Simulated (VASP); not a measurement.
# In (Fd-3m) in VASP: single point with PBEsol

Aim: the single point of In with PBEsol.

Everything below comes from runs of VASP 6.6.1. Logs are shortened: lines on timing, memory, paths and dates and some standing lists are left out, and cuts for length are marked.

**1. The cell of the first run**

Symmetry: Fd-3m, No. 227, cubic system. Conventional cell: a = 6.563 Å, b = 6.563 Å, c = 6.563 Å, α = 90.00°, β = 90.00°, γ = 90.00°. Within 3.7 Å of In (site symmetry -43m) lie 4 In at 2.84 Å.

**2. Single point, PBEsol**

The input, INCAR:

```
ALGO = Normal ; EDIFF = 1E-6
ENCUT = 520 ; GGA = PS
ISIF = 2 ; ISMEAR = -1
LASPH = True ; LCHARG = False
LREAL = False ; LWAVE = False
NBANDS = 20 ; NELM = 60
PREC = Accurate ; SIGMA = 0.13605693000000002
```

The input, KPOINTS:

```
k-points
0
Gamma
  8 8 8
```

The input, POSCAR:

```
In
1.0
    0.0000000000      3.2813146624      3.2813146624
    3.2813146624      0.0000000000      3.2813146624
    3.2813146624      3.2813146624      0.0000000000
In
2
Direct
    0.0000000000      0.0000000000      0.0000000000
    0.2500000000      0.2500000000      0.2500000000
```

Potentials or basis: VASP PAW PBE potentials, release 64 (In_d).

Command:

```
$ cat potpaw_PBE.64/In_d/POTCAR > POTCAR
$ mpirun -np 1 vasp_std > vasp.out
```

OUTCAR:

```text
EDIFF = 1E-6
   ENCUT = 520
   GGA = PS
   ISIF = 2
   ISMEAR = -1
   LASPH = True
   LREAL = False
   NELM = 60
   PREC = Accurate

 ion  position               nearest neighbor table
   1  0.000  0.000  0.000-   2 2.84   2 2.84   2 2.84   2 2.84
   2  0.250  0.250  0.250-   1 2.84   1 2.84   1 2.84   1 2.84

  LATTYP: Found a face centered cubic cell.
 ALAT       =     6.5626293248

  Lattice vectors:

 A1 = (   0.0000000000,   3.2813146624,   3.2813146624)
 A2 = (   3.2813146624,   0.0000000000,   3.2813146624)
 A3 = (   3.2813146624,   3.2813146624,   0.0000000000)

Analysis of symmetry for initial positions (statically):
=====================================================================
 Subroutine PRICEL returns:
 Original cell was already a primitive cell.

 Routine SETGRP: Setting up the symmetry group for a
 face centered cubic supercell.

 Subroutine GETGRP returns: Found 48 space group operations
 (whereof 24 operations were pure point group operations)
 out of a pool of 48 trial point group operations.

The static configuration has the point symmetry T_d .
 The point group associated with its full space group is O_h .

Analysis of symmetry for dynamics (positions and initial velocities):
=====================================================================
 Subroutine PRICEL returns:
 Original cell was already a primitive cell.

 Routine SETGRP: Setting up the symmetry group for a
 face centered cubic supercell.

 Subroutine GETGRP returns: Found 48 space group operations
 (whereof 24 operations were pure point group operations)
 out of a pool of 48 trial point group operations.

The dynamic configuration has the point symmetry T_d .
 The point group associated with its full space group is O_h .

 Subroutine INISYM returns: Found 48 space group operations
 (whereof 24 operations are pure point group operations),
 and found     1 'primitive' translations

----------------------------------------------------------------------------------------

                                     Primitive cell

  volume of cell :      70.6600

  direct lattice vectors                    reciprocal lattice vectors
     0.000000000  3.281314662  3.281314662    -0.152377950  0.152377950  0.152377950
     3.281314662  0.000000000  3.281314662     0.152377950 -0.152377950  0.152377950
     3.281314662  3.281314662  0.000000000     0.152377950  0.152377950 -0.152377950

  length of vectors
     4.640479698  4.640479698  4.640479698     0.263926351  0.263926351  0.263926351

  position of ions in fractional coordinates (direct lattice)
     0.000000000  0.000000000  0.000000000
     0.250000000  0.250000000  0.250000000

  ion indices of the primitive-cell ions
   primitive index   ion index
                 1           1
                 2           2

----------------------------------------------------------------------------------------

 KPOINTS: k-points

Automatic generation of k-mesh.
 Grid dimensions read from file:
 generate k-points for:    8    8    8

 Generating k-lattice:

  Cartesian coordinates                     Fractional coordinates (reciprocal lattice)
    -0.019047244  0.019047244  0.019047244     0.125000000  0.000000000  0.000000000
     0.019047244 -0.019047244  0.019047244     0.000000000  0.125000000  0.000000000
     0.019047244  0.019047244 -0.019047244     0.000000000  0.000000000  0.125000000

  Length of vectors
     0.032990794  0.032990794  0.032990794

  Shift w.r.t. Gamma in fractional coordinates (k-lattice)
     0.000000000  0.000000000  0.000000000

 Subroutine IBZKPT returns following result:
 ===========================================

 Found     29 irreducible k-points:

 Following reciprocal coordinates:
            Coordinates               Weight
  0.000000  0.000000  0.000000      1.000000
  0.125000  0.000000  0.000000      8.000000
  0.250000  0.000000  0.000000      8.000000
  0.375000  0.000000  0.000000      8.000000
  0.500000  0.000000  0.000000      4.000000
  0.125000  0.125000  0.000000      6.000000
[... 16 lines left out ...]
  0.500000  0.250000  0.125000     48.000000
 -0.375000  0.250000  0.125000     24.000000
 [... further k-points ...]
   k-points           NKPTS =     29   k-points in BZ     NKDIM =     29   number of bands    NBANDS=     20
   number of dos      NEDOS =    301   number of ions     NIONS =      2
   total plane-waves  NPLWV =  46656
   dimension x,y,z NGX =    36 NGY =   36 NGZ =   36
   dimension x,y,z NGXF=    72 NGYF=   72 NGZF=   72
   ions per type =               2
   NGX,Y,Z   is equivalent  to a cutoff of  12.90, 12.90, 12.90 a.u.
   NGXF,Y,Z  is equivalent  to a cutoff of  25.79, 25.79, 25.79 a.u.
 SYSTEM =  unknown system
   PREC   = accura    normal or accurate (medium, high low for compatibility)
   ISTART =      0    job   : 0-new  1-cont  2-samecut
   ICHARG =      2    charge: 1-file 2-atom 10-const
   ISPIN  =      1    spin polarized calculation?
   LNONCOLLINEAR =      F non collinear calculations
   LSORBIT =      F    spin-orbit coupling
   LASPH  =      T    aspherical Exc in radial PAW
   ENCUT  =  520.0 eV  38.22 Ry    6.18 a.u.   8.63  8.63  8.63*2*pi/ulx,y,z
   NELM   =     60;   NELMIN=  2; NELMDL= -5     # of ELM steps
   EDIFF  = 0.1E-05   stopping-criterion for ELM
   LREAL  =      F    real-space projection
   EDIFFG = 0.1E-04   stopping-criterion for IOM
   NSW    =      0    number of steps for IOM
   IBRION =     -1    ionic relax: 0-MD 1-quasi-New 2-CG
   NFREE  =      0    steps in history (QN), initial steepest desc. (CG)
   ISIF   =      2    stress and relaxation
   ISYM   =      2    0-nonsym 1-usesym 2-fastsym
   POTIM  = 0.5000    time-step for ionic-motion
   TEBEG  =    0.0;   TEEND  =   0.0 temperature during run
   PSTRESS=    0.0 pullay stress
   NELECT =      26.0000    total number of electrons
   NUPDOWN=      -1.0000    fix difference up-down
   EMIN   =  10.00;   EMAX   =-10.00  energy-range for DOS
   EFERMI =   0.00;   METHOD = LEGACY
   ISMEAR =    -1;   SIGMA  =   0.14  broadening in eV -4-tet -1-fermi 0-gaus
   EFERMI_NEDOS =   21; number of points for ismear=-14 and -15
   IALGO  =     38    algorithm
   IMIX   =      4    mixing-type and parameters
     AMIX     =   0.40;   BMIX     =  1.00
     AMIX_MAG =   1.60;   BMIX_MAG =  1.00
  volume/ion in A,a.u.               =      35.33       238.42
  Fermi-wavevector in a.u.,A,eV,Ry     =   1.173117  2.216870 18.724392  1.376204
  Thomas-Fermi vector in A             =   2.309535
   LORBIT       =      0    0 simple, 1 ext, 2 COOP (PROOUT), +10 PAW based schemes
   GGA     = PS    functional components
   LHFCALC =     F    Hartree Fock is set to
   AEXX    =    0.0000 exact exchange contribution
   IVDW    =     0    specifies the selected vdW correction
   LEPSILON=     F    determine dielectric tensor
   LRPA    =     F    only Hartree local field effects (RPA)
 non-spin polarized calculation
  energy-cutoff  :      520.00
  volume of cell :       70.66
 maximum number of plane-waves:      1924
   NGX = 17   NGY = 17   NGZ = 17

 number of electron      26.0000001 magnetization

 Free energy of the ion-electron system (eV)
  ---------------------------------------------------
  ext. energy  EPLUGINS =         0.00000000
  ---------------------------------------------------
  free energy    TOTEN  =        -5.21465744 eV

  energy without entropy =       -5.11996377  energy(sigma->0) =       -5.16731060

 E-fermi :   4.0030     XC(G=0):  -8.7791

 val. band max:        3.9573886491   @ k =  -0.3750   0.3750   0.0000
 cond. band min:       4.0127060527   @ k =   0.5000   0.1250   0.0000
 fundamental gap:      0.0553174036
 Fermi energy:         4.0029591154

 k-point     1 :       0.0000    0.0000    0.0000
  band No.  band energies     occupation
      1     -10.5867      2.00000
      2     -10.5867      2.00000
      3     -10.5867      2.00000
      4     -10.5149      2.00000
      5     -10.5149      2.00000
      6     -10.0507      2.00000
[... 12 lines left out ...]
     19      10.0913      0.00000
     20      13.2267      0.00000

 k-point     2 :       0.1250    0.0000    0.0000
  band No.  band energies     occupation
      1     -10.6053      2.00000
      2     -10.6053      2.00000
      3     -10.5824      2.00000
      4     -10.4881      2.00000
      5     -10.4881      2.00000
      6     -10.0695      2.00000
[... 12 lines left out ...]
     19      11.0107      0.00000
     20      12.3835      0.00000

 k-point     3 :       0.2500    0.0000    0.0000
  band No.  band energies     occupation
      1     -10.6265      2.00000
      2     -10.6265      2.00000
      3     -10.5719      2.00000
      4     -10.4499      2.00000
      5     -10.4499      2.00000
      6     -10.0950      2.00000
[... 12 lines left out ...]
     19      11.2333      0.00000
     20      12.2434      0.00000

 k-point     4 :       0.3750    0.0000    0.0000
  band No.  band energies     occupation
      1     -10.6355      2.00000
      2     -10.6355      2.00000
      3     -10.5612      2.00000
      4     -10.4287      2.00000
      5     -10.4287      2.00000
      6     -10.1060      2.00000
[... 12 lines left out ...]
     19      12.5044      0.00000
     20      13.1919      0.00000

 k-point     5 :       0.5000    0.0000    0.0000
  band No.  band energies     occupation
      1     -10.6372      2.00000
      2     -10.6372      2.00000
      3     -10.5567      2.00000
      4     -10.4238      2.00000
      5     -10.4238      2.00000
      6     -10.1076      2.00000
[... 12 lines left out ...]
     19      14.0733      0.00000
     20      14.2663      0.00000
[... 353 lines left out ...]
      6     -10.2497      2.00000
[... 12 lines left out ...]
     19      15.3085      0.00000
     20      15.3088      0.00000

 k-point    22 :       0.3750    0.2500    0.1250
  band No.  band energies     occupation
      1     -10.6503      2.00000
      2     -10.6411      2.00000
      3     -10.5572      2.00000
      4     -10.4334      2.00000
      5     -10.3676      2.00000
      6     -10.2229      2.00000
[... 12 lines left out ...]
     19      12.3296      0.00000
     20      13.3339      0.00000

 k-point    23 :       0.5000    0.2500    0.1250
  band No.  band energies     occupation
      1     -10.6734      2.00000
      2     -10.6563      2.00000
      3     -10.5126      2.00000
      4     -10.4010      2.00000
      5     -10.3399      2.00000
      6     -10.2408      2.00000
[... 12 lines left out ...]
     19      13.1343      0.00000
     20      13.3707      0.00000

 k-point    24 :      -0.3750    0.2500    0.1250
  band No.  band energies     occupation
      1     -10.6846      2.00000
      2     -10.6587      2.00000
      3     -10.4926      2.00000
      4     -10.3773      2.00000
      5     -10.3440      2.00000
      6     -10.2299      2.00000
[... 12 lines left out ...]
     19      12.0740      0.00000
     20      13.6015      0.00000

 [... further k-points ...]
[... 5 lines left out ...]
  --------------------------------------------------------------------------------------
  -------------------------------------------------------------------------------------
  Total        0.0067891      0.0067891      0.0067891      0.0000000      0.0000000      0.0000000
  in kB        0.1539382      0.1539382      0.1539382      0.0000000      0.0000000      0.0000000
  external PRESSURE =       0.1539382 kB  Pullay stress =       0.0000000 kB

 VOLUME and BASIS-vectors are now :
 -----------------------------------------------------------------------------
  energy-cutoff  :      520.00
  volume of cell :       70.66
      direct lattice vectors                 reciprocal lattice vectors
     0.000000000  3.281314662  3.281314662    -0.152377950  0.152377950  0.152377950
     3.281314662  0.000000000  3.281314662     0.152377950 -0.152377950  0.152377950
     3.281314662  3.281314662  0.000000000     0.152377950  0.152377950 -0.152377950

 POSITION                                       TOTAL-FORCE (eV/Angst)
 -----------------------------------------------------------------------------------
      0.00000      0.00000      0.00000         0.000000     -0.000000      0.000000
      1.64066      1.64066      1.64066        -0.000000      0.000000     -0.000000
 -----------------------------------------------------------------------------------
    total drift:                                0.000000      0.000000      0.000000

  FREE ENERGIE OF THE ION-ELECTRON SYSTEM (eV)
  ---------------------------------------------------
  free  energy   TOTEN  =        -5.2146574414 eV

  energy  without entropy=       -5.1199637682  energy(sigma->0) =       -5.16731060
```

It took 54 s on 1 thread of Intel Xeon 6975P-C, shared host; peak memory 0.21 GiB.

Results:

- Free energy: -5.2147 eV
- Pressure: 0.0 GPa
- Band gap on the k mesh: zero (band 13 reaches 6.47 eV, above the bottom of band 14 at 2.81 eV)

Caveat: the PAW data sets were made with another functional, which shifts forces and pressure a little; spin-orbit coupling is left out, which moves the levels of the heavy elements.
